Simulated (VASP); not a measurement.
# BaTiO3 (R3m) in VASP: notebook

The runs below take BaTiO3 through single point, with PBEsol.

All numbers are computed with VASP 6.6.1; they aren't measurements. Logs are shortened: lines on timing, memory, paths and dates and some standing lists are left out, and cuts for length are marked.

### Step 1. The cell of the first run

Symmetry: R3m, No. 160, trigonal system. The conventional cell has a = 5.539 Å, b = 5.539 Å, c = 6.813 Å, α = 90.00°, β = 90.00°, γ = 120.00°. Within 3.6 Å of Ba (site symmetry 3m) lie 12 O at 2.73 to 2.83 Å and 8 Ti at 3.30 to 3.51 Å. Within 2.4 Å of Ti (site symmetry 3m) lie 6 O at 1.84 to 2.10 Å. Within 2.4 Å of O (site symmetry m) lie 2 Ti at 1.84 to 2.10 Å.

### Step 2. Single point, PBEsol

Contents of INCAR:

```
SYSTEM = BaTiO3
PREC = Accurate
ENCUT = 520
EDIFF = 1E-7
ISMEAR = 0
SIGMA = 0.01
LREAL = .FALSE.
LASPH = .TRUE.
NELM = 60
ALGO = Normal
ISIF = 2
LWAVE = .FALSE.
LCHARG = .TRUE.
GGA = PS
LELF = .TRUE.
LVHAR = .TRUE.
NBANDS = 28
```

Contents of KPOINTS:

```
regular mesh
0
G
  6 6 6
  0 0 0
```

Contents of POSCAR:

```
BaTiO3
1.0
    2.7696494374      1.5990577517      2.2710655773
   -2.7696494374      1.5990577517      2.2710655773
    0.0000000000     -3.1981155035      2.2710655773
Ba Ti O
1 1 3
Direct
    0.0000000000      0.0000000000      0.0000000000
    0.4845000000      0.4845000000      0.4845000000
    0.5086000000      0.5086000000      0.0175000000
    0.0175000000      0.5086000000      0.5086000000
    0.5086000000      0.0175000000      0.5086000000
```

Potentials or basis: VASP PAW PBE potentials, release 64 (Ba_sv, Ti_sv, O).

Launch:

```console
$ cat potpaw_PBE.64/Ba_sv/POTCAR potpaw_PBE.64/Ti_sv/POTCAR potpaw_PBE.64/O/POTCAR > POTCAR
$ mpirun -np 1 vasp_std > vasp.out
```

OUTCAR:

```text
SYSTEM = BaTiO3
   PREC = Accurate
   ENCUT = 520
   EDIFF = 1E-7
   ISMEAR = 0
   LREAL = .FALSE.
   LASPH = .TRUE.
   NELM = 60
   ISIF = 2
   GGA = PS

 ion  position               nearest neighbor table
   1  0.000  0.000  0.000-   3 2.73   4 2.73   5 2.73   4 2.77   5 2.77   5 2.77   4 2.77   3 2.77
                             3 2.77   3 2.83   4 2.83   5 2.83   2 3.30   2 3.36   2 3.36   2 3.36
   2  0.484  0.484  0.484-   3 1.84   4 1.84   5 1.84   3 2.10   4 2.10   5 2.10   1 3.30   1 3.36
                             1 3.36   1 3.36   1 3.43   1 3.43   1 3.43   1 3.51
   3  0.509  0.509  0.017-   2 1.84   2 2.10   1 2.73   1 2.77   1 2.77   1 2.83
   4  0.017  0.509  0.509-   2 1.84   2 2.10   1 2.73   1 2.77   1 2.77   1 2.83
   5  0.509  0.017  0.509-   2 1.84   2 2.10   1 2.73   1 2.77   1 2.77   1 2.83

  LATTYP: Found a trigonal (rhomboedric) cell.
 ALAT       =     3.9224587386
 COS(alpha) =     0.0028446280

  Lattice vectors:

 A1 = (   2.7696494374,   1.5990577517,   2.2710655773)
 A2 = (  -2.7696494374,   1.5990577517,   2.2710655773)
 A3 = (   0.0000000000,  -3.1981155035,   2.2710655773)

Analysis of symmetry for initial positions (statically):
=====================================================================
 Subroutine PRICEL returns:
 Original cell was already a primitive cell.

 Routine SETGRP: Setting up the symmetry group for a
 trigonal (rhombohedral) supercell.

 Subroutine GETGRP returns: Found  6 space group operations
 (whereof  6 operations were pure point group operations)
 out of a pool of 12 trial point group operations.

The static configuration has the point symmetry C_3v.

Analysis of symmetry for dynamics (positions and initial velocities):
=====================================================================
 Subroutine PRICEL returns:
 Original cell was already a primitive cell.

 Routine SETGRP: Setting up the symmetry group for a
 trigonal (rhombohedral) supercell.

 Subroutine GETGRP returns: Found  6 space group operations
 (whereof  6 operations were pure point group operations)
 out of a pool of 12 trial point group operations.

The dynamic configuration has the point symmetry C_3v.

 Subroutine INISYM returns: Found  6 space group operations
 (whereof  6 operations are pure point group operations),
 and found     1 'primitive' translations

----------------------------------------------------------------------------------------

[... 99 lines left out ...]
   LREAL  =      F    real-space projection
   EDIFFG = 0.1E-05   stopping-criterion for IOM
   NSW    =      0    number of steps for IOM
   IBRION =     -1    ionic relax: 0-MD 1-quasi-New 2-CG
   NFREE  =      0    steps in history (QN), initial steepest desc. (CG)
   ISIF   =      2    stress and relaxation
   ISYM   =      2    0-nonsym 1-usesym 2-fastsym
   POTIM  = 0.5000    time-step for ionic-motion
   TEBEG  =    0.0;   TEEND  =   0.0 temperature during run
   PSTRESS=    0.0 pullay stress
   NELECT =      40.0000    total number of electrons
   NUPDOWN=      -1.0000    fix difference up-down
   EMIN   =  10.00;   EMAX   =-10.00  energy-range for DOS
   EFERMI =   0.00;   METHOD = LEGACY
   ISMEAR =     0;   SIGMA  =   0.01  broadening in eV -4-tet -1-fermi 0-gaus
   EFERMI_NEDOS =   21; number of points for ismear=-14 and -15
   IALGO  =     38    algorithm
   IMIX   =      4    mixing-type and parameters
     AMIX     =   0.40;   BMIX     =  1.00
     AMIX_MAG =   1.60;   BMIX_MAG =  1.00
  volume/ion in A,a.u.               =      12.07        81.45
  Fermi-wavevector in a.u.,A,eV,Ry     =   1.427375  2.697348 27.720516  2.037400
  Thomas-Fermi vector in A             =   2.547552
   LORBIT       =      0    0 simple, 1 ext, 2 COOP (PROOUT), +10 PAW based schemes
   GGA     = PS    functional components
   LHFCALC =     F    Hartree Fock is set to
   AEXX    =    0.0000 exact exchange contribution
   IVDW    =     0    specifies the selected vdW correction
   LEPSILON=     F    determine dielectric tensor
   LRPA    =     F    only Hartree local field effects (RPA)
 non-spin polarized calculation
 Gauss-broadening in eV      SIGMA  =   0.01
  energy-cutoff  :      520.00
  volume of cell :       60.35
 maximum number of plane-waves:      1647
 NGX is ok and might be reduce to    30
   NGX = 15   NGY = 15   NGZ = 15

 number of electron      39.9999998 magnetization

 Free energy of the ion-electron system (eV)
  ---------------------------------------------------
  ext. energy  EPLUGINS =         0.00000000
  ---------------------------------------------------
  free energy    TOTEN  =       -41.84593924 eV

  energy without entropy =      -41.84593924  energy(sigma->0) =      -41.84593924

 E-fermi :   4.2175     XC(G=0): -11.8223

 val. band max:        4.1105217212   @ k =   0.5000   0.5000   0.5000
 cond. band min:       6.5964752013   @ k =   0.0000   0.0000   0.0000
 fundamental gap:      2.4859534800
 Fermi energy:         4.2175285846

 k-point     1 :       0.0000    0.0000    0.0000
  band No.  band energies     occupation
      1     -51.6422      2.00000
      2     -28.0643      2.00000
      3     -28.0643      2.00000
      4     -28.0451      2.00000
      5     -20.5168      2.00000
      6     -12.7591      2.00000
[... 733 lines left out ...]
     27      12.5808      0.00000
     28      13.1097      0.00000

 [... further k-points ...]

------------------------ aborting loop because EDIFF is reached ----------------------------------------

  FORCE on cell =-STRESS in cart. coord.  units (eV):
  Direction    XX          YY          ZZ          XY          YZ          ZX
  --------------------------------------------------------------------------------------
  -------------------------------------------------------------------------------------
  Total        5.0307198      5.0307192      4.6560144      0.0000000     -0.0000000     -0.0000000
  in kB      133.5582843    133.5582681    123.6104022      0.0000000     -0.0000000     -0.0000000
  external PRESSURE =     130.2423182 kB  Pullay stress =       0.0000000 kB

 VOLUME and BASIS-vectors are now :
 -----------------------------------------------------------------------------
  energy-cutoff  :      520.00
  volume of cell :       60.35
      direct lattice vectors                 reciprocal lattice vectors
     2.769649437  1.599057752  2.271065577     0.180528262  0.104228047  0.146773980
    -2.769649437  1.599057752  2.271065577    -0.180528262  0.104228047  0.146773980
     0.000000000 -3.198115503  2.271065577     0.000000000 -0.208456094  0.146773980

 POSITION                                       TOTAL-FORCE (eV/Angst)
 -----------------------------------------------------------------------------------
      0.00000      0.00000      0.00000         0.000000      0.000000     -0.105968
      0.00000     -0.00000      3.30099         0.000000     -0.000000      0.840374
      0.00000      1.57059      2.34987         0.000000      0.544531     -0.244802
     -1.36017     -0.78530      2.34987        -0.471578     -0.272265     -0.244802
      1.36017     -0.78530      2.34987         0.471578     -0.272265     -0.244802
 -----------------------------------------------------------------------------------
    total drift:                                0.000000      0.000001      0.000133

  FREE ENERGIE OF THE ION-ELECTRON SYSTEM (eV)
  ---------------------------------------------------
  free  energy   TOTEN  =       -41.8459392373 eV

  energy  without entropy=      -41.8459392373  energy(sigma->0) =      -41.84593924
```

stdout:

```text
POSCAR found type information on POSCAR BaTiO
 POSCAR found :  3 types and       5 ions
 scaLAPACK will be used
 -----------------------------------------------------------------------------
|                                                                             |
|                                                                             |
|     You enforced a specific xc type in the INCAR file but a different       |
|     I HOPE YOU KNOW WHAT YOU ARE DOING!                                     |
|                                                                             |
 -----------------------------------------------------------------------------

 LDA part: xc-table for (Slater+PW92), standard interpolation
 POSCAR, INCAR and KPOINTS ok, starting setup
 FFT: planning ... GRIDC
 FFT: planning ... GRID_SOFT
 FFT: planning ... GRID
 WAVECAR not read
 entering main loop
```

Run time: 41 s. Hardware: 1 thread of Intel Xeon Platinum 8488C (Sapphire Rapids), shared host; peak memory 0.2 GiB.

What came out:

```yaml
Free_energy: -41.8459 eV
Pressure: 13.0 GPa
Largest_force: 0.840 eV/Å
Band_gap_on_the_k_mesh: 2.49 eV, indirect (least direct gap 2.83 eV)
```

Forces in eV/Å, atoms in the order of the input:
```
Ba   0.000  0.000 -0.106
Ti   0.000  0.000  0.840
O    0.000  0.545 -0.245
O   -0.472 -0.272 -0.245
O    0.472 -0.272 -0.245
```

Levels at points of the mesh, in eV from the valence-band top:
```tsv
k point	band 16	band 17	band 18	band 19	band 20	band 21	band 22	band 23	band 24	band 25
(0.00, 0.00, 0.00)	-1.44	-1.18	-0.51	-0.35	-0.35	2.49	2.49	2.66	4.93	4.93
(0.50, 0.00, 0.00)	-2.20	-1.81	-1.71	-0.98	-0.82	2.70	4.11	4.22	4.94	6.79
(0.50, 0.50, 0.00)	-2.98	-1.59	-0.86	-0.81	-0.10	4.20	4.20	4.54	5.60	8.13
(0.50, 0.50, 0.50)	-2.36	-2.31	-0.02	-0.02	0.00	4.73	4.90	4.90	6.84	6.84
```

Caveat: the PAW data sets were made with another functional, which shifts forces and pressure a little; spin-orbit coupling is left out, which moves the levels of the heavy elements. A k mesh can miss the band edges.

### Step 3. Single point, PBEsol

This run uses another cell than the first one, of 12.33 Å³/atom, 1.021 times its volume.

Contents of INCAR:

```
SYSTEM = BaTiO3
PREC     = Accurate       ! precision mode
ENCUT    = 520            ! plane-wave cutoff, eV
EDIFF    = 1E-6           ! SCF threshold, eV
ISMEAR   = 0              ! smearing method
SIGMA    = 0.01           ! smearing width, eV
LREAL    = .FALSE.        ! projectors in reciprocal space
LASPH    = .TRUE.         ! aspherical terms in the spheres
NELM     = 80             ! most SCF steps
ALGO     = Normal         ! electronic algorithm
ISIF     = 2              ! what is computed and relaxed
LWAVE    = .FALSE.        ! write WAVECAR
LCHARG   = .FALSE.        ! write CHGCAR
GGA      = PS             ! functional
NBANDS   = 28             ! bands
```

Contents of KPOINTS:

```
Automatic mesh
0
G
  6 6 6
  0 0 0
```

Changes to POSCAR since step 2:

```diff
@@ -2,5 +2,5 @@
 1.0
-    2.7696494374      1.5990577517      2.2710655773
-   -2.7696494374      1.5990577517      2.2710655773
-    0.0000000000     -3.1981155035      2.2710655773
+    2.7891546536      1.6103190928      2.2870595239
+   -2.7891546536      1.6103190928      2.2870595239
+    0.0000000000     -3.2206381857      2.2870595239
 Ba Ti O
```

Potentials or basis: VASP PAW PBE potentials, release 64 (Ba_sv, Ti_sv, O).

Launch:

```console
$ cat potpaw_PBE.64/Ba_sv/POTCAR potpaw_PBE.64/Ti_sv/POTCAR potpaw_PBE.64/O/POTCAR > POTCAR
$ mpirun -np 1 vasp_std > vasp.out
```

It took 36 s on 1 thread of Intel Xeon Platinum 8488C (Sapphire Rapids), shared host; peak memory 0.2 GiB.

It converged, with:

* Free energy: -41.9331 eV
* Pressure: 8.5 GPa
* Largest force: 0.592 eV/Å
* Band gap on the k mesh: 2.43 eV, indirect (least direct gap 2.80 eV)

Forces on the atoms (eV/Å):
```
Ba   0.000  0.000 -0.113
Ti   0.000  0.000  0.592
O    0.000  0.384 -0.160
O   -0.332 -0.192 -0.160
O    0.332 -0.192 -0.160
```

Stress tensor (GPa, compression positive):
```
8.70 0.00 0.00
0.00 8.70 0.00
0.00 0.00 8.00
```

Levels at points of the mesh, in eV from the valence-band top:
| k point | band 16 | band 17 | band 18 | band 19 | band 20 | band 21 | band 22 | band 23 | band 24 | band 25 |
| --- | --- | --- | --- | --- | --- | --- | --- | --- | --- | --- |
| (0.00, 0.00, 0.00) | -1.40 | -1.15 | -0.52 | -0.37 | -0.37 | 2.43 | 2.43 | 2.60 | 4.81 | 4.81 |
| (0.50, 0.00, 0.00) | -2.18 | -1.78 | -1.69 | -0.98 | -0.83 | 2.64 | 4.00 | 4.10 | 4.78 | 6.57 |
| (0.50, 0.50, 0.00) | -2.90 | -1.61 | -0.87 | -0.83 | -0.10 | 4.08 | 4.08 | 4.42 | 5.42 | 8.01 |
| (0.50, 0.50, 0.50) | -2.38 | -2.33 | -0.02 | -0.02 | 0.00 | 4.59 | 4.75 | 4.75 | 6.73 | 6.73 |

Caveat: the PAW data sets were made with another functional, which shifts forces and pressure a little; spin-orbit coupling is left out, which moves the levels of the heavy elements. A hybrid or GW would open this gap; PBEsol tends to underestimate it.

### Step 4. Single point, PBEsol

This run uses another cell than the first one, of 12.58 Å³/atom, 1.043 times its volume.

Contents of INCAR:

```
  PREC = Accurate
  ENCUT = 520
  EDIFF = 1E-6
  ISMEAR = 0
  SIGMA = 0.01
  LREAL = F
  LASPH = T
  NELM = 100
  ALGO = Normal
  ISIF = 2
  LWAVE = F
  LCHARG = F
  GGA = PS
  NBANDS = 28
```

Contents of KPOINTS:

```
Automatic mesh
0
Gamma
  6 6 6
```

Changes to POSCAR since step 3:

```diff
@@ -2,5 +2,5 @@
 1.0
-    2.7891546536      1.6103190928      2.2870595239
-   -2.7891546536      1.6103190928      2.2870595239
-    0.0000000000     -3.2206381857      2.2870595239
+    2.8083908108      1.6214250927      2.3028328466
+   -2.8083908108      1.6214250927      2.3028328466
+    0.0000000000     -3.2428501854      2.3028328466
 Ba Ti O
```

Launch:

```console
$ cat potpaw_PBE.64/Ba_sv/POTCAR potpaw_PBE.64/Ti_sv/POTCAR potpaw_PBE.64/O/POTCAR > POTCAR
$ mpirun -np 1 vasp_std > vasp.out
```

It took 35 s on 1 thread of Intel Xeon Platinum 8488C (Sapphire Rapids), shared host; peak memory 0.2 GiB.

The run converged. Its results:

| Property | Result |
| --- | --- |
| Free energy | -41.9854 eV |
| Pressure | 4.3 GPa |
| Largest force | 0.360 eV/Å |
| Band gap on the k mesh | 2.38 eV, indirect (least direct gap 2.77 eV) |

Forces in eV/Å, atoms in the order of the input:
```
Ba   0.000  0.000 -0.120
Ti   0.000  0.000  0.360
O    0.000  0.234 -0.080
O   -0.203 -0.117 -0.080
O    0.203 -0.117 -0.080
```

Stress tensor (GPa, compression positive):
```
4.47 0.00 0.00
0.00 4.47 0.00
0.00 0.00 4.04
```

Levels at points of the mesh, in eV from the valence-band top:
```
           k point  band 16  band 17  band 18  band 19  band 20  band 21  band 22  band 23  band 24  band 25
(0.00, 0.00, 0.00)    -1.36    -1.11    -0.53    -0.38    -0.38     2.38     2.38     2.54     4.66     4.66
(0.50, 0.00, 0.00)    -2.15    -1.75    -1.68    -0.98    -0.84     2.58     3.89     3.99     4.62     6.37
(0.50, 0.50, 0.00)    -2.83    -1.63    -0.89    -0.84    -0.10     3.97     3.97     4.31     5.24     7.88
(0.50, 0.50, 0.50)    -2.39    -2.35    -0.02    -0.02     0.00     4.46     4.62     4.62     6.63     6.63
```

Caveat: the PAW data sets were made with another functional, which shifts forces and pressure a little; spin-orbit coupling is left out, which moves the levels of the heavy elements. A k mesh can miss the band edges.

### Step 5. Single point, PBEsol

This run uses another cell than the first one, of 12.84 Å³/atom, 1.064 times its volume.

Contents of INCAR:

```
PREC     = Accurate       # precision mode
ENCUT    = 520            # plane-wave cutoff, eV
EDIFF    = 1E-6           # SCF threshold, eV
ISMEAR   = 0              # smearing method
SIGMA    = 0.01           # smearing width, eV
LREAL    = False          # projectors in reciprocal space
LASPH    = True           # aspherical terms in the spheres
NELM     = 60             # most SCF steps
ALGO     = Normal         # electronic algorithm
ISIF     = 2              # what is computed and relaxed
LWAVE    = False          # write WAVECAR
LCHARG   = False          # write CHGCAR
GGA      = PS             # functional
NBANDS   = 28             # bands
```

Contents of KPOINTS:

```
regular mesh
0
Gamma
  6 6 6
```

Changes to POSCAR since step 4:

```diff
@@ -2,5 +2,5 @@
 1.0
-    2.8083908108      1.6214250927      2.3028328466
-   -2.8083908108      1.6214250927      2.3028328466
-    0.0000000000     -3.2428501854      2.3028328466
+    2.8273670000      1.6323810000      2.3183930000
+   -2.8273670000      1.6323810000      2.3183930000
+    0.0000000000     -3.2647620000      2.3183930000
 Ba Ti O
```

Launch:

```console
$ cat potpaw_PBE.64/Ba_sv/POTCAR potpaw_PBE.64/Ti_sv/POTCAR potpaw_PBE.64/O/POTCAR > POTCAR
$ mpirun -np 1 vasp_std > vasp.out
```

Run time: 37 s. Hardware: 1 thread of Intel Xeon Platinum 8488C (Sapphire Rapids), shared host; peak memory 0.2 GiB.

Results (log left out):

```yaml
Free_energy: -42.0063 eV
Pressure: 0.6 GPa
Largest_force: 0.142 eV/Å
Band_gap_on_the_k_mesh: 2.34 eV, indirect (least direct gap 2.74 eV)
```

Forces on the atoms (eV/Å):
```
Ba   0.000  0.000 -0.126
Ti   0.000  0.000  0.142
O    0.000  0.096 -0.005
O   -0.083 -0.048 -0.005
O    0.083 -0.048 -0.005
```

Stress tensor (GPa, compression positive):
```
0.66 0.00 0.00
0.00 0.66 0.00
0.00 0.00 0.48
```

Levels at points of the mesh, in eV from the valence-band top:
| k point | band 16 | band 17 | band 18 | band 19 | band 20 | band 21 | band 22 | band 23 | band 24 | band 25 |
| --- | --- | --- | --- | --- | --- | --- | --- | --- | --- | --- |
| (0.00, 0.00, 0.00) | -1.33 | -1.08 | -0.54 | -0.40 | -0.40 | 2.34 | 2.34 | 2.48 | 4.51 | 4.51 |
| (0.50, 0.00, 0.00) | -2.13 | -1.71 | -1.66 | -0.97 | -0.84 | 2.52 | 3.79 | 3.88 | 4.48 | 6.18 |
| (0.50, 0.50, 0.00) | -2.75 | -1.64 | -0.90 | -0.85 | -0.10 | 3.86 | 3.86 | 4.19 | 5.07 | 7.77 |
| (0.50, 0.50, 0.50) | -2.40 | -2.36 | -0.02 | -0.02 | 0.00 | 4.34 | 4.49 | 4.49 | 6.53 | 6.53 |

Caveat: the PAW data sets were made with another functional, which shifts forces and pressure a little; spin-orbit coupling is left out, which moves the levels of the heavy elements.

### Step 6. The runs side by side

| cell | gap on the mesh (eV) | pressure (GPa) | largest force (eV/Å) |
| --- | --- | --- | --- |
| a = 3.922 Å, angles 89.8°, 5 atoms | 2.49 | 13.0 | 0.84 |
| a = 3.950 Å, angles 89.8°, 5 atoms | 2.43 | 8.5 | 0.59 |
| a = 3.977 Å, angles 89.8°, 5 atoms | 2.38 | 4.3 | 0.36 |
| a = 4.004 Å, angles 89.8°, 5 atoms | 2.34 | 0.6 | 0.14 |

Alike in all rows: task single point; level PBEsol; potentials or basis VASP PAW PBE potentials, release 64 (Ba_sv, Ti_sv, O); no spin polarisation; k mesh 6 × 6 × 6; cutoff (eV) 520; smearing gaussian 0.01 eV.

Caveats: the PAW data sets were made with another functional, which shifts forces and pressure a little; spin-orbit coupling is left out, which moves the levels of the heavy elements.

Absolute energies hang on the potentials; compare differences alone.
